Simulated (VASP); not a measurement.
Crystal: In3Se.

```
CELL_PARAMETERS angstrom
5.63184 0.00000 0.00000
-2.81592 4.87731 0.00000
0.00000 0.00000 5.54206
ATOMIC_POSITIONS crystal
In 0.00000 0.00000 0.50000
In 0.33333 0.66667 0.00000
In 0.66667 0.33333 0.00000
Se 0.00000 0.00000 0.00000
```

```yaml
Program: VASP 6.6.1
Task: relaxation of cell and atoms
Functional: PBE
Potentials_or_basis: VASP PAW PBE potentials, release 64 (In_d, Se)
Cutoff: 500 eV
k_mesh: 12 × 12 × 8
Occupations: gaussian, width 0.1 eV
Spin: no spin polarisation
```

At the start: pressure 0.6 GPa; volume 38.06 Å³/atom.

**Question.** Where does the relaxation end?

**Answer.** Over 7 steps the energy falls by 6.6 meV/atom and the volume is 39.98 Å³/atom (+5.0 %); space group P6/mmm (No. 191, to 0.1 Å) before and after.

The path:
```csv
step,energy change (eV),largest force (eV/Å),pressure (GPa),volume (Å³)
1,0.0000,0.0000,0.56,152.23
2,-0.0097,0.0000,0.29,155.16
3,-0.0163,0.0000,-0.26,161.59
4,-0.0166,0.0000,-0.16,160.39
5,-0.0238,0.0000,-0.19,161.52
6,-0.0247,0.0000,-0.24,162.00
7,-0.0264,0.0000,0.00,159.90
```

Final structure:
```
CELL_PARAMETERS angstrom
5.64320 0.00000 0.00000
-2.82160 4.88715 0.00000
0.00000 0.00000 5.79787
ATOMIC_POSITIONS crystal
In 0.00000 0.00000 0.50000
In 0.33333 0.66667 0.00000
In 0.66667 0.33333 0.00000
Se 0.00000 0.00000 0.00000
```
